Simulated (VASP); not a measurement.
# CaSe (rocksalt type) (Fm-3m) in VASP: a series of runs

CaSe (rocksalt type) is run at these levels: PBE; tasks: single point.

Program: VASP 6.6.1. These are calculated values, not measurements. Logs are shortened: lines on timing, memory, paths and dates and some standing lists are left out, and cuts for length are marked.

## 1. The cell of the first run

The structure is cubic, space group Fm-3m (No. 225). The conventional cell has a = 5.958 Å, b = 5.958 Å, c = 5.958 Å, α = 90.00°, β = 90.00°, γ = 90.00°. Within 3.9 Å of Ca (site symmetry m-3m) lie 6 Se at 2.98 Å. Se (site symmetry m-3m) has 6 Ca at 2.98 Å within 3.9 Å.

## 2. Single point, PBE

POSCAR reads:

```
CaSe
1.0
    0.0000000000      2.9789654395      2.9789654395
    2.9789654395      0.0000000000      2.9789654395
    2.9789654395      2.9789654395      0.0000000000
Ca Se
1 1
Direct
    0.0000000000      0.0000000000      0.0000000000
    0.5000000000      0.5000000000      0.5000000000
```

INCAR.step1 reads:

```
SYSTEM = CaSe
PREC = Accurate
ENCUT = 520
EDIFF = 1E-7
ISMEAR = -1
SIGMA = 0.08
LREAL = .False.
LASPH = .True.
NELM = 80
ALGO = Normal
ISIF = 2
LWAVE = .False.
LCHARG = .True.
GGA = PE
NBANDS = 15
```

KPOINTS.step1 reads:

```
Automatic mesh
0
Gamma
  12 12 12
  0 0 0
```

INCAR.step2 reads:

```
SYSTEM = CaSe
PREC = Accurate
ENCUT = 520
EDIFF = 1E-7
ISMEAR = -5
SIGMA = 0.08
LREAL = .False.
LASPH = .True.
NELM = 80
ALGO = Normal
ISIF = 2
LWAVE = .False.
LCHARG = .False.
GGA = PE
LORBIT = 11
NEDOS = 1001
ICHARG = 11
```

KPOINTS.step2 reads:

```
Automatic mesh
0
Gamma
  18 18 18
  0 0 0
```

Potentials or basis: VASP PAW PBE potentials, release 64 (Ca_sv, Se).

On the command line:

```
$ cat potpaw_PBE.64/Ca_sv/POTCAR potpaw_PBE.64/Se/POTCAR > POTCAR
$ cp INCAR.step1 INCAR
$ cp KPOINTS.step1 KPOINTS
$ mpirun -np 1 vasp_std > vasp.out
$ cp INCAR.step2 INCAR
$ cp KPOINTS.step2 KPOINTS
$ mpirun -np 1 vasp_std > vasp.out
```

OUTCAR:

```text
SYSTEM = CaSe
   PREC = Accurate
   ENCUT = 520
   EDIFF = 1E-7
   ISMEAR = -5
   LREAL = .False.
   LASPH = .True.
   NELM = 80
   ISIF = 2
   GGA = PE
   LORBIT = 11
   ICHARG = 11

 ion  position               nearest neighbor table
   1  0.000  0.000  0.000-   2 2.98   2 2.98   2 2.98   2 2.98   2 2.98   2 2.98
   2  0.500  0.500  0.500-   1 2.98   1 2.98   1 2.98   1 2.98   1 2.98   1 2.98

  LATTYP: Found a face centered cubic cell.
 ALAT       =     5.9579308790

  Lattice vectors:

 A1 = (   0.0000000000,   2.9789654395,   2.9789654395)
 A2 = (   2.9789654395,   0.0000000000,   2.9789654395)
 A3 = (   2.9789654395,   2.9789654395,   0.0000000000)

Analysis of symmetry for initial positions (statically):
=====================================================================
 Subroutine PRICEL returns:
 Original cell was already a primitive cell.

 Routine SETGRP: Setting up the symmetry group for a
 face centered cubic supercell.

 Subroutine GETGRP returns: Found 48 space group operations
 (whereof 48 operations were pure point group operations)
 out of a pool of 48 trial point group operations.

The static configuration has the point symmetry O_h .

Analysis of symmetry for dynamics (positions and initial velocities):
=====================================================================
 Subroutine PRICEL returns:
 Original cell was already a primitive cell.

 Routine SETGRP: Setting up the symmetry group for a
 face centered cubic supercell.

 Subroutine GETGRP returns: Found 48 space group operations
 (whereof 48 operations were pure point group operations)
 out of a pool of 48 trial point group operations.

The dynamic configuration has the point symmetry O_h .

 Subroutine INISYM returns: Found 48 space group operations
 (whereof 48 operations are pure point group operations),
 and found     1 'primitive' translations

----------------------------------------------------------------------------------------

                                     Primitive cell

  volume of cell :      52.8721

  direct lattice vectors                    reciprocal lattice vectors
     0.000000000  2.978965440  2.978965440    -0.167843505  0.167843505  0.167843505
     2.978965440  0.000000000  2.978965440     0.167843505 -0.167843505  0.167843505
     2.978965440  2.978965440  0.000000000     0.167843505  0.167843505 -0.167843505

  length of vectors
     4.212893326  4.212893326  4.212893326     0.290713478  0.290713478  0.290713478

  position of ions in fractional coordinates (direct lattice)
     0.000000000  0.000000000  0.000000000
     0.500000000  0.500000000  0.500000000

  ion indices of the primitive-cell ions
[... 91 lines left out ...]
   EFERMI =   0.00;   METHOD = LEGACY
   ISMEAR =    -5;   SIGMA  =   0.08  broadening in eV -4-tet -1-fermi 0-gaus
   EFERMI_NEDOS =   21; number of points for ismear=-14 and -15
   IALGO  =     38    algorithm
   IMIX   =      4    mixing-type and parameters
     AMIX     =   0.40;   BMIX     =  1.00
     AMIX_MAG =   1.60;   BMIX_MAG =  1.00
  volume/ion in A,a.u.               =      26.44       178.40
  Fermi-wavevector in a.u.,A,eV,Ry     =   1.099105  2.077008 16.436284  1.208033
  Thomas-Fermi vector in A             =   2.235494
   LORBIT       =     11    0 simple, 1 ext, 2 COOP (PROOUT), +10 PAW based schemes
   GGA     = PE    functional components
   LHFCALC =     F    Hartree Fock is set to
   AEXX    =    0.0000 exact exchange contribution
   IVDW    =     0    specifies the selected vdW correction
   LEPSILON=     F    determine dielectric tensor
   LRPA    =     F    only Hartree local field effects (RPA)
 non-spin polarized calculation
 Fermi weights with tetrahedron method with Bloechl corrections
  energy-cutoff  :      520.00
  volume of cell :       52.87
 maximum number of plane-waves:      1438

 number of electron      15.9999996 magnetization

 Free energy of the ion-electron system (eV)
  ---------------------------------------------------
  ext. energy  EPLUGINS =         0.00000000
  ---------------------------------------------------
  free energy    TOTEN  =        -9.48587190 eV

  energy without entropy =       -9.48587190  energy(sigma->0) =       -9.48587190

 E-fermi :   2.3253     XC(G=0):  -9.0646

 val. band max:        2.2989794774   @ k =   0.0000   0.0000   0.0000
 cond. band min:       4.3730309487   @ k =   0.5000   0.5000   0.0000
 fundamental gap:      2.0740514713
 Fermi energy:         2.3253198096

 k-point     1 :       0.0000    0.0000    0.0000
  band No.  band energies     occupation
      1     -37.5162      2.00000
      2     -18.5062      2.00000
      3     -18.5062      2.00000
      4     -18.5062      2.00000
      5      -9.4261      2.00000
      6       2.2990      2.00000
      7       2.2990      2.00000
      8       2.2990      2.00000
      9       5.5260      0.00000
     10       6.0115      0.00000
     11       6.0115      0.00000
     12       6.0115      0.00000
[... 331 lines left out ...]
 k-point    24 :      -0.2222    0.0556    0.0000
  band No.  band energies     occupation
      1     -37.5133      2.00000
      2     -18.5555      2.00000
      3     -18.5129      2.00000
      4     -18.5083      2.00000
      5      -9.1253      2.00000
      6       0.4007      2.00000
      7       1.6153      2.00000
      8       1.6524      2.00000
      9       6.0242      0.00000
     10       6.5801      0.00000
     11       6.8392      0.00000
     12       7.3716      0.00000

 [... further k-points ...]
[... 5 lines left out ...]
  --------------------------------------------------------------------------------------
  -------------------------------------------------------------------------------------
  Total        0.0549447      0.0549447      0.0549447     -0.0000000      0.0000000     -0.0000000
  in kB        1.6649824      1.6649824      1.6649824     -0.0000000      0.0000000     -0.0000000
  external PRESSURE =       1.6649824 kB  Pullay stress =       0.0000000 kB

 VOLUME and BASIS-vectors are now :
 -----------------------------------------------------------------------------
  energy-cutoff  :      520.00
  volume of cell :       52.87
      direct lattice vectors                 reciprocal lattice vectors
     0.000000000  2.978965440  2.978965440    -0.167843505  0.167843505  0.167843505
     2.978965440  0.000000000  2.978965440     0.167843505 -0.167843505  0.167843505
     2.978965440  2.978965440  0.000000000     0.167843505  0.167843505 -0.167843505

 POSITION                                       TOTAL-FORCE (eV/Angst)
 -----------------------------------------------------------------------------------
      0.00000      0.00000      0.00000        -0.000000      0.000000      0.000000
      2.97897      2.97897      2.97897         0.000000     -0.000000     -0.000000
 -----------------------------------------------------------------------------------
    total drift:                                0.000000     -0.000000     -0.000000

  FREE ENERGIE OF THE ION-ELECTRON SYSTEM (eV)
  ---------------------------------------------------
  free  energy   TOTEN  =        -9.4858718950 eV

  energy  without entropy=       -9.4858718950  energy(sigma->0) =       -9.48587190

 total charge

# of ion       s       p       d       tot
------------------------------------------
    1        2.032   5.851   0.232   8.114
    2        1.430   2.484   0.005   3.919
--------------------------------------------------
tot          3.462   8.335   0.237  12.034
```

OSZICAR.step1:

```text
N       E                     dE             d eps       ncg     rms          rms(c)
DAV:   1     0.106461404221E+03    0.10646E+03   -0.73723E+03  2160   0.977E+02
DAV:   2    -0.497663246680E+01   -0.11144E+03   -0.10573E+03  2692   0.242E+02
DAV:   3    -0.940049017992E+01   -0.44239E+01   -0.43856E+01  3011   0.460E+01
DAV:   4    -0.962864917366E+01   -0.22816E+00   -0.22806E+00  2921   0.870E+00
DAV:   5    -0.963025132621E+01   -0.16022E-02   -0.16020E-02  2930   0.787E-01    0.426E+00
DAV:   6    -0.948833498651E+01    0.14192E+00   -0.19158E-01  2503   0.230E+00    0.252E+00
DAV:   7    -0.948156241645E+01    0.67726E-02   -0.98982E-02  2839   0.197E+00    0.821E-01
DAV:   8    -0.948565628963E+01   -0.40939E-02   -0.12076E-02  2280   0.837E-01    0.118E-01
DAV:   9    -0.948575317980E+01   -0.96890E-04   -0.64282E-04  2871   0.254E-01    0.479E-02
DAV:  10    -0.948587455495E+01   -0.12138E-03   -0.16120E-04  2363   0.785E-02    0.155E-02
DAV:  11    -0.948589413189E+01   -0.19577E-04   -0.45261E-05  2685   0.583E-02    0.103E-02
DAV:  12    -0.948589297412E+01    0.11578E-05   -0.23624E-06  2604   0.116E-02    0.460E-03
DAV:  13    -0.948589255687E+01    0.41725E-06   -0.88289E-07  2825   0.603E-03    0.142E-03
DAV:  14    -0.948589260061E+01   -0.43743E-07   -0.19895E-08  1339   0.904E-04
   1 F= -.94858926E+01 E0= -.94858926E+01  d E =-.658365E-07
```

Run time: 39 s. Hardware: 1 thread of Intel Xeon 6975P-C (Granite Rapids), shared host; peak memory 0.28 GiB.

Results:

```yaml
Valence_electrons_inside_the_program's_atomic_spheres: Ca 8.11; Se 3.92
```

## 3. Single point, PBE (26.44 Å³/atom)

POSCAR is that of step 2.

INCAR.step1 reads:

```
  PREC = Accurate
  ENCUT = 520
  EDIFF = 1E-6
  ISMEAR = -1
  SIGMA = 0.08
  LREAL = False
  LASPH = True
  NELM = 100
  ALGO = Normal
  ISIF = 2
  LWAVE = False
  LCHARG = True
  GGA = PE
  NBANDS = 15
```

KPOINTS.step1 reads:

```
regular mesh
0
Gamma
  12 12 12
```

INCAR.step2 reads:

```
  PREC = Accurate
  ENCUT = 520
  EDIFF = 1E-6
  ISMEAR = -5
  SIGMA = 0.08
  LREAL = False
  LASPH = True
  NELM = 100
  ALGO = Normal
  ISIF = 2
  LWAVE = False
  LCHARG = False
  GGA = PE
  LORBIT = 10
  NEDOS = 2001
  ICHARG = 11
```

KPOINTS.step2 reads:

```
regular mesh
0
Gamma
  18 18 18
```

Potentials or basis: VASP PAW PBE potentials, release 64 (Ca_sv, Se).

On the command line:

```
$ cat potpaw_PBE.64/Ca_sv/POTCAR potpaw_PBE.64/Se/POTCAR > POTCAR
$ cp INCAR.step1 INCAR
$ cp KPOINTS.step1 KPOINTS
$ mpirun -np 1 vasp_std > vasp.out
$ cp INCAR.step2 INCAR
$ cp KPOINTS.step2 KPOINTS
$ mpirun -np 1 vasp_std > vasp.out
```

Run time: 37 s. Hardware: 1 thread of Intel Xeon 6975P-C (Granite Rapids), shared host; peak memory 0.28 GiB.

It converged, with:

```
Valence electrons inside the program's atomic spheres : Ca 8.11; Se 3.92
```

Levels at points of the mesh, in eV from the valence-band top:
| k point | band 6 | band 7 | band 8 | band 9 | band 10 | band 11 |
| --- | --- | --- | --- | --- | --- | --- |
| (0.00, 0.00, 0.00) | 0.00 | 0.00 | 0.00 | 3.23 | 3.71 | 3.71 |
| (0.50, 0.00, 0.00) | -3.20 | -1.15 | -1.15 | 4.48 | 5.42 | 5.45 |
| (0.50, 0.50, 0.00) | -2.46 | -0.91 | -0.91 | 2.07 | 4.96 | 5.00 |

## 4. Single point, PBE (10.57 Å³/atom)

This run uses another cell than the first one, of 10.57 Å³/atom.

POSCAR reads:

```
CaSe
1.0
    0.0000000000      2.1949205025      2.1949205025
    2.1949205025      0.0000000000      2.1949205025
    2.1949205025      2.1949205025      0.0000000000
Ca Se
1 1
Direct
    0.0000000000      0.0000000000      0.0000000000
    0.5000000000      0.5000000000      0.5000000000
```

INCAR.step1 reads:

```
PREC = Accurate ; ENCUT = 520
EDIFF = 1E-6 ; ISMEAR = -1
SIGMA = 0.08 ; LREAL = F
LASPH = T ; NELM = 80
ALGO = Normal ; ISIF = 2
LWAVE = F ; LCHARG = T
GGA = PE ; NBANDS = 15
```

KPOINTS.step1 reads:

```
Automatic mesh
0
Gamma
  12 12 12
```

INCAR.step2 reads:

```
PREC = Accurate ; ENCUT = 520
EDIFF = 1E-6 ; ISMEAR = -5
SIGMA = 0.08 ; LREAL = F
LASPH = T ; NELM = 80
ALGO = Normal ; ISIF = 2
LWAVE = F ; LCHARG = F
GGA = PE ; LORBIT = 11
NBANDS = 15 ; NEDOS = 2001
ICHARG = 11
```

KPOINTS.step2 reads:

```
Automatic mesh
0
Gamma
  18 18 18
```

On the command line:

```
$ cat potpaw_PBE.64/Ca_sv/POTCAR potpaw_PBE.64/Se/POTCAR > POTCAR
$ cp INCAR.step1 INCAR
$ cp KPOINTS.step1 KPOINTS
$ mpirun -np 1 vasp_std > vasp.out
$ cp INCAR.step2 INCAR
$ cp KPOINTS.step2 KPOINTS
$ mpirun -np 1 vasp_std > vasp.out
```

It took 50 s on 1 thread of AMD EPYC 7R13 (Zen 3), shared host; peak memory 0.16 GiB.

Results (log left out):

| Property | Result |
| --- | --- |
| Valence electrons inside the program's atomic spheres | Ca 9.62; Se 4.55 |

Levels at points of the mesh, in eV from the Fermi level:
```tsv
k point	band 4	band 5	band 6	band 7	band 8	band 9	band 10	band 11	band 12	band 13
(0.00, 0.00, 0.00)	-19.44	-15.41	1.30	1.30	1.30	1.64	1.64	1.64	3.68	3.68
(0.50, 0.00, 0.00)	-19.51	-9.65	-7.48	-4.21	-4.21	6.06	7.08	7.08	8.55	11.85
(0.50, 0.50, 0.00)	-20.31	-14.52	-2.54	-2.43	0.03	0.03	5.93	8.78	8.78	10.75
```
